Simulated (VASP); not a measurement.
Write the native input for VASP 6.6.1 that does the following.

* Task: electric field gradients
* Functional: PBEsol
* Potentials or basis: VASP PAW PBE potentials, release 64 (O)
* Cutoff: 520 eV
* k mesh: 13 × 13 × 5
* Occupations: fermi-dirac, width 0.03 eV
* Spin: no spin polarisation
* Dipole correction: no
* Further INCAR settings: ALGO = Normal; EDIFF = 1e-08; NBANDS = 20

The structure of O lies in POSCAR:

```
O
1.0
    2.5263871965      0.0000000000      0.0000000000
   -1.2631935983      2.1879154920      0.0000000000
    0.0000000000      0.0000000000      6.4861377555
O
4
Direct
    0.3333333333      0.6666666667      0.1610000000
    0.6666666667      0.3333333333      0.6610000000
    0.3333333333      0.6666666667      0.3390000000
    0.6666666667      0.3333333333      0.8390000000
```

This cell differs from its parent crystal: volume scaled by 0.96.

One way to write it, as run:

INCAR

```
SYSTEM = O
  PREC = Accurate
  ENCUT = 520
  EDIFF = 1E-8
  ISMEAR = -1
  SIGMA = 0.03
  LREAL = .False.
  LASPH = .True.
  NELM = 60
  ALGO = Normal
  ISIF = 2
  LWAVE = .False.
  LCHARG = .False.
  GGA = PS
  LEFG = .True.
  NBANDS = 20
```

KPOINTS

```
regular mesh
0
Gamma
  13 13 5
  0 0 0
```

Potentials or basis: VASP PAW PBE potentials, release 64 (O).

Launch:

```sh
$ cat potpaw_PBE.64/O/POTCAR > POTCAR
$ mpirun -np 1 vasp_std > vasp.out
```

Results of the run:

```
Pressure               : 25.6 GPa
Largest force          : 6.392 eV/Å
Band gap on the k mesh : zero (band 12 reaches 4.02 eV, above the bottom of band 13 at 1.90 eV)
```

Caveat: the standard files for N, O and F lose accuracy on very short bonds; spin is off for a triplet molecule; without QUAD_EFG the Cq values of the log hold for a quadrupole moment of 1 mb, not for the nuclei; the PAW data sets were made with another functional, which shifts forces and pressure a little.

It took 20 s on 1 thread of Intel(R) Xeon(R) Platinum 8559C (Emerald Rapids), on a shared host, peak memory 0.16 GiB.
